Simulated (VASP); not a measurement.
CsPbBr3:

```
Cs Pb Br
1.0
     6.00272    0.00000    0.00000
     0.00000    6.00272    0.00000
     0.00000    0.00000    6.00272
Cs Pb Br
1 1 3
Cartesian
  0.0000 0.0000 0.0000
  3.0014 3.0014 3.0014
  0.0000 3.0014 3.0014
  3.0014 0.0000 3.0014
  3.0014 3.0014 0.0000
```

* Program: VASP 6.6.1
* Task: relaxation of cell and atoms
* Functional: r2SCAN
* Potentials or basis: VASP PAW PBE potentials, release 64 (Cs_sv, Pb_d, Br)
* Cutoff: 550 eV
* k mesh: 6 × 6 × 6
* Occupations: gaussian, width 0.02 eV
* Spin: no spin polarisation

At the start: pressure -0.6 GPa; volume 43.26 Å³/atom.

**Question.** How do energy, volume and symmetry change on relaxing?

**Answer.** Over 3 steps the energy falls by 2.9 meV/atom and the volume is 41.89 Å³/atom (-3.2 %); space group Pm-3m (No. 221, to 0.1 Å) before and after.

Step by step:
```
step  energy change (eV)  largest force (eV/Å)  pressure (GPa)  volume (Å³)
   1              0.0000                0.0000           -0.64       216.29
   2             -0.0136                0.0000           -0.15       210.92
   3             -0.0143                0.0000           -0.01       209.47
```

Final structure:
```
Cs Pb Br
1.0
     5.93887    0.00000    0.00000
     0.00000    5.93887    0.00000
     0.00000    0.00000    5.93887
Cs Pb Br
1 1 3
Direct
  0.00000 0.00000 0.00000
  0.50000 0.50000 0.50000
  0.00000 0.50000 0.50000
  0.50000 0.00000 0.50000
  0.50000 0.50000 0.00000
```

Caveat: the PAW data sets were made with another functional, which shifts forces and pressure a little.
